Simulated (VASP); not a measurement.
# SnSe (Pnma) in VASP: single point with PBE

Aim: the single point of SnSe with PBE.

Program: VASP 6.6.1. These are calculated values, not measurements. Logs are shortened: lines on timing, memory, paths and dates and some standing lists are left out, and cuts for length are marked.

### 1 The cell of the first run

Symmetry: Pnma, No. 62, orthorhombic system. Conventional cell: a = 11.263 Å, b = 4.207 Å, c = 4.567 Å, α = 90.00°, β = 90.00°, γ = 90.00°. Sn (site symmetry m) has 6 Se at 2.66 to 3.44 Å and 2 Sn at 3.61 Å within 3.7 Å. Se (site symmetry m) has 6 Sn at 2.66 to 3.44 Å within 3.5 Å.

### 2 Single point, PBE (strain -0.0450 x Voigt [1, 0, 0, 0, 0, 0])

INCAR

```
ALGO     = Normal         # electronic algorithm
EDIFF    = 1E-6           # SCF threshold, eV
ENCUT    = 520            # plane-wave cutoff, eV
GGA      = PE             # functional
ISIF     = 2              # what is computed and relaxed
ISMEAR   = 0              # smearing method
LASPH    = T              # aspherical terms in the spheres
LCHARG   = T              # write CHGCAR
LELF     = T              # ELF
LREAL    = F              # projectors in reciprocal space
LVHAR    = T            
LWAVE    = F              # write WAVECAR
NBANDS   = 50             # bands
NELM     = 100            # most SCF steps
PREC     = Accurate       # precision mode
SIGMA    = 0.05           # smearing width, eV
```

KPOINTS

```
k-points
0
Gamma
  4 6 6
```

POSCAR

```
SnSe
1.0
   11.2634279200      0.0000000000      0.0000000000
    0.0000000000      4.2070054080      0.0000000000
    0.0000000000      0.0000000000      4.5671013721
Sn Se
4 4
Direct
    0.1214769848      0.2500000000      0.1164645414
    0.8785230152      0.7500000000      0.8835354586
    0.3785230152      0.7500000000      0.6164645414
    0.6214769848      0.2500000000      0.3835354586
    0.8548816258      0.2500000000      0.4763342523
    0.1451183742      0.7500000000      0.5236657477
    0.6451183742      0.7500000000      0.9763342523
    0.3548816258      0.2500000000      0.0236657477
```

Potentials or basis: VASP PAW PBE potentials, release 64 (Sn_d, Se).

Started as:

```bash
> cat potpaw_PBE.64/Sn_d/POTCAR potpaw_PBE.64/Se/POTCAR > POTCAR
> mpirun -np 1 vasp_std > vasp.out
```

OUTCAR:

```text
EDIFF = 1E-6
   ENCUT = 520
   GGA = PE
   ISIF = 2
   ISMEAR = 0
   LASPH = T
   LREAL = F
   NELM = 100
   PREC = Accurate

 ion  position               nearest neighbor table
   1  0.121  0.250  0.116-   8 2.66   6 2.82   6 2.82   2 3.61   2 3.61
   2  0.879  0.750  0.884-   7 2.66   5 2.82   5 2.82   1 3.61   1 3.61
   3  0.379  0.750  0.616-   6 2.66   8 2.82   8 2.82   4 3.61   4 3.61
   4  0.621  0.250  0.384-   5 2.66   7 2.82   7 2.82   3 3.61   3 3.61
   5  0.855  0.250  0.476-   4 2.66   2 2.82   2 2.82
   6  0.145  0.750  0.524-   3 2.66   1 2.82   1 2.82
   7  0.645  0.750  0.976-   2 2.66   4 2.82   4 2.82
   8  0.355  0.250  0.024-   1 2.66   3 2.82   3 2.82

  LATTYP: Found a simple orthorhombic cell.
 ALAT       =     4.2070054080
 B/A-ratio  =     1.0855943668
 C/A-ratio  =     2.6773029335

  Lattice vectors:

 A1 = (   0.0000000000,   4.2070054080,   0.0000000000)
 A2 = (   0.0000000000,   0.0000000000,   4.5671013721)
 A3 = (  11.2634279200,   0.0000000000,   0.0000000000)

Analysis of symmetry for initial positions (statically):
=====================================================================
 Subroutine PRICEL returns:
 Original cell was already a primitive cell.

 Routine SETGRP: Setting up the symmetry group for a
 simple orthorhombic supercell.

 Subroutine GETGRP returns: Found  8 space group operations
 (whereof  2 operations were pure point group operations)
 out of a pool of  8 trial point group operations.

The static configuration has the point symmetry S_2 .
 The point group associated with its full space group is D_2h.

Analysis of symmetry for dynamics (positions and initial velocities):
=====================================================================
 Subroutine PRICEL returns:
 Original cell was already a primitive cell.

 Routine SETGRP: Setting up the symmetry group for a
 simple orthorhombic supercell.

 Subroutine GETGRP returns: Found  8 space group operations
 (whereof  2 operations were pure point group operations)
 out of a pool of  8 trial point group operations.

The dynamic configuration has the point symmetry S_2 .
 The point group associated with its full space group is D_2h.

 Subroutine INISYM returns: Found  8 space group operations
 (whereof  2 operations are pure point group operations),
 and found     1 'primitive' translations

[... 105 lines left out ...]
   NELM   =    100;   NELMIN=  2; NELMDL= -5     # of ELM steps
   EDIFF  = 0.1E-05   stopping-criterion for ELM
   LREAL  =      F    real-space projection
[... 7 lines left out ...]
   TEBEG  =    0.0;   TEEND  =   0.0 temperature during run
   PSTRESS=    0.0 pullay stress
   NELECT =      80.0000    total number of electrons
   NUPDOWN=      -1.0000    fix difference up-down
   EMIN   =  10.00;   EMAX   =-10.00  energy-range for DOS
   EFERMI =   0.00;   METHOD = LEGACY
   ISMEAR =     0;   SIGMA  =   0.05  broadening in eV -4-tet -1-fermi 0-gaus
   EFERMI_NEDOS =   21; number of points for ismear=-14 and -15
   IALGO  =     38    algorithm
   IMIX   =      4    mixing-type and parameters
     AMIX     =   0.40;   BMIX     =  1.00
     AMIX_MAG =   1.60;   BMIX_MAG =  1.00
  volume/ion in A,a.u.               =      27.05       182.55
  Fermi-wavevector in a.u.,A,eV,Ry     =   1.174925  2.220286 18.782138  1.380448
  Thomas-Fermi vector in A             =   2.311314
   LORBIT       =      0    0 simple, 1 ext, 2 COOP (PROOUT), +10 PAW based schemes
   GGA     = PE    functional components
   LHFCALC =     F    Hartree Fock is set to
   AEXX    =    0.0000 exact exchange contribution
   IVDW    =     0    specifies the selected vdW correction
   LEPSILON=     F    determine dielectric tensor
   LRPA    =     F    only Hartree local field effects (RPA)
 non-spin polarized calculation
 Gauss-broadening in eV      SIGMA  =   0.05
  energy-cutoff  :      520.00
  volume of cell :      216.41
 maximum number of plane-waves:      5866
 NGX is ok and might be reduce to    84
   NGX = 41   NGY = 15   NGZ = 17

 number of electron      79.9999959 magnetization

 Free energy of the ion-electron system (eV)
  ---------------------------------------------------
  ext. energy  EPLUGINS =         0.00000000
  ---------------------------------------------------
  free energy    TOTEN  =       -32.71123643 eV

  energy without entropy =      -32.71123643  energy(sigma->0) =      -32.71123643

 E-fermi :   5.5517     XC(G=0):  -9.6234

 val. band max:        5.2977524204   @ k =   0.0000   0.0000   0.3333
 cond. band min:       5.9742854895   @ k =   0.0000   0.3333   0.0000
 fundamental gap:      0.6765330691
 Fermi energy:         5.5517309500

 k-point     1 :       0.0000    0.0000    0.0000
  band No.  band energies     occupation
      1     -16.0133      2.00000
      2     -16.0032      2.00000
      3     -15.9998      2.00000
      4     -15.9990      2.00000
      5     -15.9963      2.00000
      6     -15.9958      2.00000
[... 1261 lines left out ...]
     49       9.3716      0.00000
     50       9.3716      0.00000

 [... further k-points ...]

------------------------ aborting loop because EDIFF is reached ----------------------------------------

  FORCE on cell =-STRESS in cart. coord.  units (eV):
  Direction    XX          YY          ZZ          XY          YZ          ZX
  --------------------------------------------------------------------------------------
  -------------------------------------------------------------------------------------
  Total        8.1122386      1.1419644      1.4300332      0.0000000      0.0000000      0.0000000
  in kB       60.0574645      8.4543229     10.5869871      0.0000000      0.0000000      0.0000000
  external PRESSURE =      26.3662582 kB  Pullay stress =       0.0000000 kB

 VOLUME and BASIS-vectors are now :
 -----------------------------------------------------------------------------
  energy-cutoff  :      520.00
  volume of cell :      216.41
      direct lattice vectors                 reciprocal lattice vectors
    11.263427920  0.000000000  0.000000000     0.088782918  0.000000000  0.000000000
     0.000000000  4.207005408  0.000000000     0.000000000  0.237698767  0.000000000
     0.000000000  0.000000000  4.567101372     0.000000000  0.000000000  0.218957259

 POSITION                                       TOTAL-FORCE (eV/Angst)
 -----------------------------------------------------------------------------------
      1.36825      1.05175      0.53191        -0.518948      0.000000     -0.026236
      9.89518      3.15525      4.03520         0.518948      0.000000      0.026236
      4.26347      3.15525      2.81546         0.518948     -0.000000     -0.026236
      6.99996      1.05175      1.75165        -0.518948     -0.000000      0.026236
      9.62890      1.05175      2.17547         0.492025     -0.000000      0.056954
      1.63453      3.15525      2.39163        -0.492025     -0.000000     -0.056954
      7.26624      3.15525      4.45902        -0.492025     -0.000000      0.056954
      3.99718      1.05175      0.10808         0.492025     -0.000000     -0.056954
 -----------------------------------------------------------------------------------
    total drift:                                0.000000      0.000000      0.000000

  FREE ENERGIE OF THE ION-ELECTRON SYSTEM (eV)
  ---------------------------------------------------
  free  energy   TOTEN  =       -32.7112364308 eV

  energy  without entropy=      -32.7112364308  energy(sigma->0) =      -32.71123643
```

OSZICAR:

```text
N       E                     dE             d eps       ncg     rms          rms(c)
DAV:   1     0.871044352540E+03    0.87104E+03   -0.36719E+04  5144   0.205E+03
DAV:   2     0.119911508311E+03   -0.75113E+03   -0.72616E+03  4808   0.590E+02
DAV:   3    -0.231306731385E+02   -0.14304E+03   -0.13617E+03  5698   0.203E+02
DAV:   4    -0.331114956942E+02   -0.99808E+01   -0.97916E+01  5618   0.542E+01
DAV:   5    -0.334431893257E+02   -0.33169E+00   -0.33052E+00  5660   0.106E+01    0.665E+00
DAV:   6    -0.327235283737E+02    0.71966E+00   -0.12055E+00  6592   0.563E+00    0.417E+00
DAV:   7    -0.327145053477E+02    0.90230E-02   -0.59620E-01  6244   0.275E+00    0.154E+00
DAV:   8    -0.327107771468E+02    0.37282E-02   -0.63182E-02  6214   0.164E+00    0.355E-01
DAV:   9    -0.327110933310E+02   -0.31618E-03   -0.88717E-03  6062   0.624E-01    0.112E-01
DAV:  10    -0.327111790241E+02   -0.85693E-04   -0.95299E-04  6094   0.163E-01    0.583E-02
DAV:  11    -0.327112532215E+02   -0.74197E-04   -0.28179E-04  6434   0.924E-02    0.233E-02
DAV:  12    -0.327112358820E+02    0.17340E-04   -0.40576E-05  6042   0.355E-02    0.828E-03
DAV:  13    -0.327112364308E+02   -0.54875E-06   -0.89440E-06  4464   0.103E-02
   1 F= -.32711236E+02 E0= -.32711236E+02  d E =-.243995E-14
```

Run time: 16 min. Hardware: 1 thread of Intel Xeon 8259CL, shared host; peak memory 0.54 GiB.

What came out:

```
Free energy            : -32.7112 eV
Pressure               : 2.6 GPa
Largest force          : 0.520 eV/Å
Band gap on the k mesh : 0.68 eV (least direct gap 0.93 eV)
```

Forces in eV/Å, atoms in the order of the input:
```
Sn  -0.519  0.000 -0.026
Sn   0.519  0.000  0.026
Sn   0.519  0.000 -0.026
Sn  -0.519  0.000  0.026
Se   0.492  0.000  0.057
Se  -0.492  0.000 -0.057
Se  -0.492  0.000  0.057
Se   0.492  0.000 -0.057
```

Stress tensor (GPa, compression positive):
```
6.01 0.00 0.00
0.00 0.85 0.00
0.00 0.00 1.06
```

Caveat: the cell differs from its parent crystal (strain -0.0450 x Voigt [1, 0, 0, 0, 0, 0]); the stress differs along the axes, from 1 to 6 GPa; semilocal functionals underestimate gaps, and a narrow one can read as zero; spin-orbit coupling is left out, which moves the levels of the heavy elements. A k mesh can miss the band edges.
